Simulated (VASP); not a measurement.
# Si16Ge (a cell with a defect) in VASP: relaxation of the atoms with PBE+D3(BJ)

Aim: the relaxation of the atoms of Si16Ge (a cell with a defect) with PBE+D3(BJ).

Program: VASP 6.6.1. These are calculated values, not measurements. Logs are shortened: lines on timing, memory, paths and dates and some standing lists are left out, and cuts for length are marked.

**1. The cell of the first run**

The cell holds a defect, 17 atoms: a = 7.679 Å, b = 7.679 Å, c = 7.679 Å, α = 60.00°, β = 60.00°, γ = 60.00°.

**2. Relaxation of the atoms, PBE+D3(BJ)**

Input file INCAR:

```
SYSTEM = Si16Ge
PREC     = Accurate       ! precision mode
ENCUT    = 520            ! plane-wave cutoff, eV
EDIFF    = 1E-6           ! SCF threshold, eV
ISMEAR   = 0              ! smearing method
SIGMA    = 0.02           ! smearing width, eV
LREAL    = Auto         
LASPH    = .TRUE.         ! aspherical terms in the spheres
NELM     = 60             ! most SCF steps
ALGO     = Normal         ! electronic algorithm
ISIF     = 2              ! what is computed and relaxed
LWAVE    = .FALSE.        ! write WAVECAR
LCHARG   = .FALSE.        ! write CHGCAR
GGA      = PE             ! functional
IVDW     = 12             ! dispersion correction
IBRION   = 2              ! ionic algorithm
NSW      = 80             ! ionic steps
EDIFFG   = -0.03          ! ionic threshold
```

Input file KPOINTS:

```
Automatic mesh
0
G
  2 2 2
  0 0 0
```

Input file POSCAR:

```
Si16Ge
1.0
    0.0000000000      5.4300000000      5.4300000000
    5.4300000000      0.0000000000      5.4300000000
    5.4300000000      5.4300000000      0.0000000000
Si Ge
16 1
Direct
    0.0000000000      0.0000000000      0.0000000000
    0.1250000000      0.1250000000      0.1250000000
    0.0000000000      0.0000000000      0.5000000000
    0.1250000000      0.1250000000      0.6250000000
    0.0000000000      0.5000000000      0.0000000000
    0.1250000000      0.6250000000      0.1250000000
    0.0000000000      0.5000000000      0.5000000000
    0.1250000000      0.6250000000      0.6250000000
    0.5000000000      0.0000000000      0.0000000000
    0.6250000000      0.1250000000      0.1250000000
    0.5000000000      0.0000000000      0.5000000000
    0.6250000000      0.1250000000      0.6250000000
    0.5000000000      0.5000000000      0.0000000000
    0.6250000000      0.6250000000      0.1250000000
    0.5000000000      0.5000000000      0.5000000000
    0.6250000000      0.6250000000      0.6250000000
    0.8184017000      0.3101423000      0.0616882000
```

Potentials or basis: VASP PAW PBE potentials, release 64 (Si, Ge_d).

On the command line:

```sh
> cat potpaw_PBE.64/Si/POTCAR potpaw_PBE.64/Ge_d/POTCAR > POTCAR
> mpirun -np 1 vasp_std > vasp.out
```

OUTCAR:

```text
SYSTEM = Si16Ge
   PREC = Accurate
   ENCUT = 520
   EDIFF = 1E-6
   ISMEAR = 0
   LREAL = Auto
   LASPH = .TRUE.
   NELM = 60
   ISIF = 2
   GGA = PE
   IVDW = 12
   IBRION = 2
   NSW = 80
   EDIFFG = -0.03
 IVDW          = 12

 ion  position               nearest neighbor table
   1  0.000  0.000  0.000-  17 2.23   4 2.35   6 2.35  10 2.35   2 2.35
   2  0.125  0.125  0.125-  17 2.22   3 2.35   5 2.35   9 2.35   1 2.35
   3  0.000  0.000  0.500-   2 2.35   4 2.35   8 2.35  12 2.35
   4  0.125  0.125  0.625-   1 2.35   3 2.35   7 2.35  11 2.35
   5  0.000  0.500  0.000-  17 2.23   6 2.35   8 2.35  14 2.35   2 2.35
   6  0.125  0.625  0.125-   1 2.35   5 2.35   7 2.35  13 2.35
   7  0.000  0.500  0.500-   4 2.35   6 2.35   8 2.35  16 2.35
   8  0.125  0.625  0.625-   3 2.35   5 2.35   7 2.35  15 2.35
   9  0.500  0.000  0.000-   2 2.35  10 2.35  12 2.35  14 2.35
  10  0.625  0.125  0.125-  17 2.27   9 2.35  11 2.35  13 2.35   1 2.35
  11  0.500  0.000  0.500-   4 2.35  10 2.35  12 2.35  16 2.35
  12  0.625  0.125  0.625-   3 2.35   9 2.35  11 2.35  15 2.35
  13  0.500  0.500  0.000-  17 2.29  10 2.35  14 2.35  16 2.35   6 2.35
  14  0.625  0.625  0.125-  17 2.27   9 2.35  13 2.35  15 2.35   5 2.35
  15  0.500  0.500  0.500-   8 2.35  12 2.35  14 2.35  16 2.35
  16  0.625  0.625  0.625-   7 2.35  11 2.35  13 2.35  15 2.35
  17  0.818  0.310  0.062-   2 2.22   5 2.23   1 2.23  14 2.27  10 2.27  13 2.29

  LATTYP: Found a face centered cubic cell.
 ALAT       =    10.8600000000

  Lattice vectors:

 A1 = (   0.0000000000,   5.4300000000,   5.4300000000)
 A2 = (   5.4300000000,   0.0000000000,   5.4300000000)
 A3 = (   5.4300000000,   5.4300000000,   0.0000000000)

Analysis of symmetry for initial positions (statically):
=====================================================================
 Subroutine PRICEL returns:
 Original cell was already a primitive cell.

 Routine SETGRP: Setting up the symmetry group for a
 face centered cubic supercell.

 Subroutine GETGRP returns: Found  1 space group operations
 (whereof  1 operations were pure point group operations)
 out of a pool of 48 trial point group operations.

The static configuration has the point symmetry C_1 .

Analysis of symmetry for dynamics (positions and initial velocities):
=====================================================================
 Subroutine PRICEL returns:
 Original cell was already a primitive cell.

 Routine SETGRP: Setting up the symmetry group for a
 face centered cubic supercell.

 Subroutine GETGRP returns: Found  1 space group operations
 (whereof  1 operations were pure point group operations)
 out of a pool of 48 trial point group operations.

The dynamic configuration has the point symmetry C_1 .

 Subroutine INISYM returns: Found  1 space group operations
 (whereof  1 operations are pure point group operations),
 and found     1 'primitive' translations

----------------------------------------------------------------------------------------

                                     Primitive cell

  volume of cell :     320.2060

  direct lattice vectors                    reciprocal lattice vectors
     0.000000000  5.430000000  5.430000000    -0.092081031  0.092081031  0.092081031
     5.430000000  0.000000000  5.430000000     0.092081031 -0.092081031  0.092081031
     5.430000000  5.430000000  0.000000000     0.092081031  0.092081031 -0.092081031

  length of vectors
     7.679179644  7.679179644  7.679179644     0.159489025  0.159489025  0.159489025

  position of ions in fractional coordinates (direct lattice)
     0.000000000  0.000000000  0.000000000
     0.125000000  0.125000000  0.125000000
     0.000000000  0.000000000  0.500000000
     0.125000000  0.125000000  0.625000000
     0.000000000  0.500000000  0.000000000
     0.125000000  0.625000000  0.125000000
[... 9 lines left out ...]
     0.625000000  0.625000000  0.625000000
     0.818401700  0.310142300  0.061688200

  ion indices of the primitive-cell ions
   primitive index   ion index
                 1           1
                 2           2
                 3           3
                 4           4
                 5           5
                 6           6
[... 9 lines left out ...]
                16          16
                17          17

----------------------------------------------------------------------------------------

 KPOINTS: Automatic mesh

Automatic generation of k-mesh.
 Grid dimensions read from file:
 generate k-points for:    2    2    2

 Generating k-lattice:

  Cartesian coordinates                     Fractional coordinates (reciprocal lattice)
    -0.046040516  0.046040516  0.046040516     0.500000000  0.000000000  0.000000000
     0.046040516 -0.046040516  0.046040516     0.000000000  0.500000000  0.000000000
     0.046040516  0.046040516 -0.046040516     0.000000000  0.000000000  0.500000000

  Length of vectors
     0.079744512  0.079744512  0.079744512

  Shift w.r.t. Gamma in fractional coordinates (k-lattice)
     0.000000000  0.000000000  0.000000000

 Subroutine IBZKPT returns following result:
 ===========================================

 Found      8 irreducible k-points:

 Following reciprocal coordinates:
            Coordinates               Weight
  0.000000  0.000000  0.000000      1.000000
  0.500000  0.000000  0.000000      1.000000
  0.000000  0.500000  0.000000      1.000000
  0.000000  0.000000  0.500000      1.000000
  0.500000  0.500000  0.500000      1.000000
  0.500000  0.500000  0.000000      1.000000
  0.000000  0.500000  0.500000      1.000000
  0.500000  0.000000  0.500000      1.000000
   k-points           NKPTS =      8   k-points in BZ     NKDIM =      8   number of bands    NBANDS=     48
   number of dos      NEDOS =    301   number of ions     NIONS =     17
   total plane-waves  NPLWV = 216000
   dimension x,y,z NGX =    60 NGY =   60 NGZ =   60
   dimension x,y,z NGXF=   120 NGYF=  120 NGZF=  120
   ions per type =              16   1
   NGX,Y,Z   is equivalent  to a cutoff of  12.99, 12.99, 12.99 a.u.
   NGXF,Y,Z  is equivalent  to a cutoff of  25.98, 25.98, 25.98 a.u.
 SYSTEM =  Si16Ge
   PREC   = accura    normal or accurate (medium, high low for compatibility)
   ISTART =      0    job   : 0-new  1-cont  2-samecut
   ICHARG =      2    charge: 1-file 2-atom 10-const
   ISPIN  =      1    spin polarized calculation?
   LNONCOLLINEAR =      F non collinear calculations
   LSORBIT =      F    spin-orbit coupling
   LASPH  =      T    aspherical Exc in radial PAW
   ENCUT  =  520.0 eV  38.22 Ry    6.18 a.u.  14.28 14.28 14.28*2*pi/ulx,y,z
   NELM   =     60;   NELMIN=  2; NELMDL= -5     # of ELM steps
   EDIFF  = 0.1E-05   stopping-criterion for ELM
   LREAL  =      T    real-space projection
   EDIFFG = -.3E-01   stopping-criterion for IOM
   NSW    =     80    number of steps for IOM
   IBRION =      2    ionic relax: 0-MD 1-quasi-New 2-CG
   NFREE  =      1    steps in history (QN), initial steepest desc. (CG)
   ISIF   =      2    stress and relaxation
   ISYM   =      2    0-nonsym 1-usesym 2-fastsym
   POTIM  = 0.5000    time-step for ionic-motion
   TEBEG  =    0.0;   TEEND  =   0.0 temperature during run
   PSTRESS=    0.0 pullay stress
   NELECT =      78.0000    total number of electrons
   NUPDOWN=      -1.0000    fix difference up-down
   EMIN   =  10.00;   EMAX   =-10.00  energy-range for DOS
   EFERMI =   0.00;   METHOD = LEGACY
   ISMEAR =     0;   SIGMA  =   0.02  broadening in eV -4-tet -1-fermi 0-gaus
   EFERMI_NEDOS =   21; number of points for ismear=-14 and -15
   IALGO  =     38    algorithm
   IMIX   =      4    mixing-type and parameters
     AMIX     =   0.40;   BMIX     =  1.00
     AMIX_MAG =   1.60;   BMIX_MAG =  1.00
  volume/ion in A,a.u.               =      18.84       127.11
  Fermi-wavevector in a.u.,A,eV,Ry     =   1.022421  1.932096 14.222785  1.045345
  Thomas-Fermi vector in A             =   2.156100
   LORBIT       =      0    0 simple, 1 ext, 2 COOP (PROOUT), +10 PAW based schemes
   GGA     = PE    functional components
   LHFCALC =     F    Hartree Fock is set to
   AEXX    =    0.0000 exact exchange contribution
   IVDW    =    12    specifies the selected vdW correction
   LEPSILON=     F    determine dielectric tensor
   LRPA    =     F    only Hartree local field effects (RPA)
 conjugate gradient relaxation of ions
 non-spin polarized calculation
 Gauss-broadening in eV      SIGMA  =   0.02
  energy-cutoff  :      520.00
  volume of cell :      320.21
 maximum number of plane-waves:      8646
 NGX is ok and might be reduce to    60
   NGX = 29   NGY = 29   NGZ = 29

--------------------------------------- Ionic step        1  -------------------------------------------

 number of electron      78.0000005 magnetization

 Free energy of the ion-electron system (eV)
  ---------------------------------------------------
  ext. energy  EPLUGINS =         0.00000000
  ---------------------------------------------------
  free energy    TOTEN  =       -84.77531601 eV

  energy without entropy =      -84.77145979  energy(sigma->0) =      -84.77338790

------------------------ aborting loop because EDIFF is reached ----------------------------------------

 Edisp (eV)   -5.67637

 E8    (eV) :    -2.3606

  FORCE on cell =-STRESS in cart. coord.  units (eV):
  Direction    XX          YY          ZZ          XY          YZ          ZX
  --------------------------------------------------------------------------------------
  -------------------------------------------------------------------------------------
  Total      13.43688    13.48021    13.43841    -6.05034     6.04872     6.06507
  in kB      67.23252    67.44935    67.24020   -30.27337    30.26525    30.34708
  external pressure =       67.31 kB  Pullay stress =        0.00 kB
[... 142 lines left out ...]
  FREE ENERGIE OF THE ION-ELECTRON SYSTEM (eV)
  ---------------------------------------------------
  free  energy   TOTEN  =       -91.5872397633 eV

  energy  without entropy=      -91.5844198516  energy(sigma->0) =      -91.58582981

[... ionic steps 4 to 28 ...]

--------------------------------------- Ionic step       29  -------------------------------------------

 number of electron      77.9999999 magnetization

------------------------ aborting loop because EDIFF is reached ----------------------------------------

 Edisp (eV)   -5.66710

 E8    (eV) :    -2.3549
[... 99 lines left out ...]
  energy  without entropy=      -92.0237395731  energy(sigma->0) =      -92.02373960

--------------------------------------- Ionic step       31  -------------------------------------------

 number of electron      77.9999999 magnetization

 Free energy of the ion-electron system (eV)
  ---------------------------------------------------
  ext. energy  EPLUGINS =         0.00000000
  ---------------------------------------------------
  free energy    TOTEN  =       -86.35718931 eV

  energy without entropy =      -86.35718928  energy(sigma->0) =      -86.35718929

 E-fermi :   6.6492     XC(G=0):  -9.7712

 val. band max:        6.5814004694   @ k =   0.0000   0.0000   0.5000
 cond. band min:       6.7182383022   @ k =   0.0000   0.0000   0.0000
 fundamental gap:      0.1368378327
 Fermi energy:         6.6492301009

 k-point     1 :       0.0000    0.0000    0.0000
  band No.  band energies     occupation
      1     -17.9219      2.00000
      2     -17.9217      2.00000
      3     -17.7908      2.00000
      4     -17.7908      2.00000
      5     -17.7852      2.00000
      6      -6.3512      2.00000
[... 445 lines left out ...]
  FREE ENERGIE OF THE ION-ELECTRON SYSTEM (eV)
  ---------------------------------------------------
  free  energy   TOTEN  =       -92.0241389515 eV

  energy  without entropy=      -92.0241389226  energy(sigma->0) =      -92.02413894

 reached required accuracy - stopping structural energy minimisation
```

Run time: 83 min. Hardware: 1 thread of Oxide Virtual Turin-like, shared host; peak memory 0.54 GiB.

Results:

- Free energy: -92.0241 eV
- Energy gained by relaxing: 92.5 meV/atom
- Ionic steps: 31
- Pressure after relaxing: 2.6 GPa
- Largest force after relaxing: 0.029 eV/Å
- Band gap on the k mesh: 0.14 eV
- Dispersion energy per atom: -0.333 eV

Forces in eV/Å, atoms in the order of the input:
```
Si  -0.015  0.005  0.000
Si  -0.004  0.016  0.004
Si   0.006 -0.008 -0.006
Si   0.009 -0.003  0.003
Si   0.001  0.005  0.016
Si   0.016  0.011 -0.016
Si  -0.006  0.005  0.006
Si  -0.003 -0.004 -0.009
Si  -0.018 -0.016  0.016
Si   0.001  0.000 -0.019
Si  -0.002 -0.003  0.007
Si   0.000  0.009  0.001
Si  -0.001 -0.021  0.000
Si   0.019  0.001 -0.001
Si  -0.007 -0.003  0.002
Si   0.003  0.008 -0.004
Ge   0.001 -0.002 -0.001
```

The path:
| step | energy change (eV) | largest force (eV/Å) | pressure (GPa) |
| --- | --- | --- | --- |
| 1 | 0.0000 | 3.3551 | 6.73 |
| 2 | -1.1286 | 0.9833 | 4.87 |
| 3 | -1.1356 | 0.9299 | 4.90 |
| 4 | -1.2425 | 0.5233 | 4.69 |
| 5 | -1.2488 | 0.5466 | 4.63 |
| 6 | -1.3017 | 0.3334 | 4.47 |
| 7 | -1.3115 | 0.3708 | 4.38 |
| 8 | -1.3672 | 0.2767 | 4.24 |
| 9 | -1.4605 | 0.5629 | 3.81 |
| 10 | -1.5142 | 0.2172 | 3.57 |
| 11 | -1.5312 | 0.2229 | 3.36 |
| 12 | -1.5427 | 0.2213 | 3.21 |
| 13 | -1.5432 | 0.2258 | 3.16 |
| 14 | -1.5489 | 0.1036 | 3.12 |
| 15 | -1.5499 | 0.1748 | 3.08 |
| 16 | -1.5554 | 0.1318 | 3.02 |
| 17 | -1.5597 | 0.2222 | 2.84 |
| 18 | -1.5611 | 0.1813 | 2.93 |
| 19 | -1.5663 | 0.1114 | 2.86 |
| 20 | -1.5672 | 0.1349 | 2.82 |
| 21 | -1.5691 | 0.0571 | 2.80 |
| 22 | -1.5695 | 0.0580 | 2.79 |
| 23 | -1.5702 | 0.0401 | 2.78 |
| 24 | -1.5705 | 0.0731 | 2.74 |
| 25 | -1.5706 | 0.0562 | 2.75 |
| 26 | -1.5710 | 0.0494 | 2.74 |
| 27 | -1.5713 | 0.0475 | 2.72 |
| 28 | -1.5715 | 0.0363 | 2.71 |
| 29 | -1.5720 | 0.0355 | 2.67 |
| 30 | -1.5721 | 0.0468 | 2.66 |
| 31 | -1.5725 | 0.0290 | 2.63 |

Final structure:
```cif
data_structure
_symmetry_space_group_name_H-M 'P 1'
_symmetry_Int_Tables_number 1
_cell_length_a 7.6792
_cell_length_b 7.6792
_cell_length_c 7.6792
_cell_angle_alpha 60.000
_cell_angle_beta 60.000
_cell_angle_gamma 60.000
_cell_volume 320.21
loop_
_atom_site_label
_atom_site_type_symbol
_atom_site_fract_x
_atom_site_fract_y
_atom_site_fract_z
_atom_site_occupancy
Si1 Si 0.01231 0.96604 0.00965 1
Si2 Si 0.15862 0.11309 0.11521 1
Si3 Si 0.01796 0.99756 0.48694 1
Si4 Si 0.12782 0.10707 0.63780 1
Si5 Si 0.01228 0.51203 0.00964 1
Si6 Si 0.10319 0.60248 0.19183 1
Si7 Si 0.97637 0.47602 0.57161 1
Si8 Si 0.12783 0.62733 0.63780 1
Si9 Si 0.52229 0.02197 0.93384 1
Si10 Si 0.61358 0.11310 0.11515 1
Si11 Si 0.49805 0.99757 0.48700 1
Si12 Si 0.64885 0.14844 0.55427 1
Si13 Si 0.46671 0.51182 0.00971 1
Si14 Si 0.61356 0.65822 0.11514 1
Si15 Si 0.49806 0.51740 0.48699 1
Si16 Si 0.60757 0.62735 0.63777 1
Ge1 Ge 0.81334 0.31266 0.06136 1
```

Levels at points of the mesh, in eV from the valence-band top:
```
           k point  band 37  band 38  band 39  band 40  band 41  band 42
(0.00, 0.00, 0.00)    -0.37    -0.36    -0.36     0.14     0.14     0.48
(0.50, 0.00, 0.00)    -1.16    -0.58    -0.25     0.44     0.93     1.09
(0.00, 0.50, 0.00)    -1.16    -0.58    -0.25     0.44     0.93     1.09
(0.00, 0.00, 0.50)    -1.04    -1.03     0.00     0.63     0.64     1.37
(0.50, 0.50, 0.50)    -1.16    -0.58    -0.25     0.44     0.93     1.09
(0.50, 0.50, 0.00)    -1.51    -0.38    -0.06     0.65     1.61     1.64
(0.00, 0.50, 0.50)    -1.51    -0.38    -0.06     0.65     1.61     1.64
(0.50, 0.00, 0.50)    -1.51    -0.38    -0.06     0.65     1.61     1.64
```

Caveat: the k points lie up to 0.50 Å⁻¹ apart.
